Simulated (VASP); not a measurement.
Write the native input for VASP 6.6.1 that does the following.

| Property | Result |
| --- | --- |
| Task | relaxation of cell and atoms |
| Functional | LDA |
| Potentials or basis | VASP PAW LDA potentials, release 64 (Pb_d) |
| Cutoff | 600 eV |
| k mesh | 16 × 16 × 10 |
| Occupations | fermi-dirac, width 0.08 eV |
| Spin | no spin polarisation |
| Target pressure | 10 GPa |
| Dipole correction | no |
| Further INCAR settings | ALGO = Normal; EDIFF = 1e-07; IBRION = 2; EDIFFG = -0.002; NSW = 100; ISIF = 3 |

The structure of Pb lies in POSCAR:

```
Pb
1.0
    3.4190659614      0.0000000000      0.0000000000
   -1.7095329807      2.9609979798      0.0000000000
    0.0000000000      0.0000000000      5.7111877102
Pb
2
Direct
    0.3333333333      0.6666666667      0.2500000000
    0.6666666667      0.3333333333      0.7500000000
```

These files were run (other wordings do the same):

INCAR

```
SYSTEM = Pb
PREC     = Accurate       ! precision mode
ENCUT    = 600            ! plane-wave cutoff, eV
EDIFF    = 1E-7           ! SCF threshold, eV
ISMEAR   = -1             ! smearing method
SIGMA    = 0.08           ! smearing width, eV
LREAL    = .False.        ! projectors in reciprocal space
LASPH    = .True.         ! aspherical terms in the spheres
NELM     = 80             ! most SCF steps
ALGO     = Normal         ! electronic algorithm
ISIF     = 3              ! what is computed and relaxed
LWAVE    = .False.        ! write WAVECAR
LCHARG   = .False.        ! write CHGCAR
IBRION   = 2              ! ionic algorithm
NSW      = 100            ! ionic steps
EDIFFG   = -0.002         ! ionic threshold
PSTRESS  = 100.0
```

KPOINTS

```
Automatic mesh
0
Gamma
  16 16 10
  0 0 0
```

Potentials or basis: VASP PAW LDA potentials, release 64 (Pb_d).

Command:

```console
$ cat potpaw_LDA.64/Pb_d/POTCAR > POTCAR
$ mpirun -np 1 vasp_std > vasp.out
```

It gave:

- Relaxed volume: 25.27 Å³/atom
- Relaxed cell: a = 3.271 Å, b = 3.271 Å, c = 5.455 Å, α = 90.00°, β = 90.00°, γ = 120.00°
- Space group after relaxing (to 0.05 Å): P6_3/mmc (No. 194)
- Energy change on relaxing (the enthalpy is what falls): +101.4 meV/atom
- Ionic steps: 10
- Pressure after relaxing: 10.0 GPa
- Band gap on the k mesh: zero (band 14 reaches 16.19 eV, above the bottom of band 15 at 7.17 eV)

Caveat: the cell is relaxed towards a set pressure, so the enthalpy falls and the energy may rise; spin-orbit coupling is left out, which moves the levels of the heavy elements.

Wall time 8.4 min on 1 thread of Intel(R) Xeon(R) 6975P-C (Granite Rapids), with other jobs on the host, peak memory 0.33 GiB.
